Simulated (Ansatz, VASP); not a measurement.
## Sc2H3F3: VASP beside Ansatz

File INCAR:

```
SYSTEM = Sc2H3F3
PREC = Accurate
ENCUT = 520
EDIFF = 1E-7
ISMEAR = 0
SIGMA = 0.1
LREAL = .FALSE.
LASPH = .TRUE.
NELM = 60
ALGO = Normal
ISIF = 2
LWAVE = .FALSE.
LCHARG = .TRUE.
GGA = PE
LELF = .TRUE.
LVHAR = .TRUE.
NBANDS = 33
```

File KPOINTS:

```
regular mesh
0
G
  4 4 2
  0 0 0
```

File POSCAR:

```
Sc2H3F3
1.0
    4.1223495600      0.0000000000      0.0000000000
    0.0000000000      4.1223495600      0.0000000000
    0.0000000000      0.0000000000      8.2446991100
Sc H F
2 3 3
Direct
    0.0000000000      0.0000000000      0.7500000000
    0.0000000000      0.0000000000      0.2500000000
    0.5000000000      0.0000000000      0.7500000000
    0.0000000000      0.5000000000      0.2500000000
    0.0000000000      0.0000000000      0.0000000000
    0.5000000000      0.0000000000      0.2500000000
    0.0000000000      0.5000000000      0.7500000000
    0.0000000000      0.0000000000      0.5000000000
```

Input for Ansatz:

```yaml
crystal:
  lattice:
    - [4.12234956, 0.0, 0.0]
    - [0.0, 4.12234956, 0.0]
    - [0.0, 0.0, 8.24469911]
  atoms:
    - { symbol: Sc, position: [0.0, 0.0, 0.75] }
    - { symbol: Sc, position: [0.0, 0.0, 0.25] }
    - { symbol: H, position: [0.5, 0.0, 0.75] }
    - { symbol: H, position: [0.0, 0.5, 0.25] }
    - { symbol: H, position: [0.0, 0.0, 0.0] }
    - { symbol: F, position: [0.5, 0.0, 0.25] }
    - { symbol: F, position: [0.0, 0.5, 0.75] }
    - { symbol: F, position: [0.0, 0.0, 0.5] }
basis:
  ecutwfc: 420
kpoints:
  mp_grid: { grid: [4, 4, 2] }
hamiltonian:
  xc: pbe
scf:
  occupations: { method: gaussian, width: 0.1 }
  lower_state_search: "off"
output:
  forces: true
  stress: true
  eigenvalues: true
```

Alike in both runs: task single point; functional PBE; k mesh 4 × 4 × 2; occupations gaussian, width 0.1 eV; no spin polarisation.

|  | VASP | Ansatz |
| --- | --- | --- |
| version | VASP 6.6.1 | Ansatz 0.2.0 |
| potentials or method | VASP PAW PBE potentials, release 64 (Sc_sv, H, F), cutoff 520 eV | scalar-relativistic, plane waves, PAW |
| valence electrons in the cell | 46 | 46 |

|  | VASP | Ansatz | Ansatz less VASP |
| --- | --- | --- | --- |
| gap on the k mesh at the Fermi level (eV) | 2.96 | 2.97 | +0.009 |
| least direct gap on the mesh (eV) | 2.96 | 2.97 | +0.009 |
| pressure (GPa) | -4.6 | -4.7 | -0.16 |
| traceless stress, the component that is largest in VASP (GPa) | 0.18 | 0.18 | 0.000 |
| rms of the force components (eV/Å) | 0.042 | 0.040 | -0.0027 |

Atom by atom the forces differ by 0.017 eV/Å (rms over components).
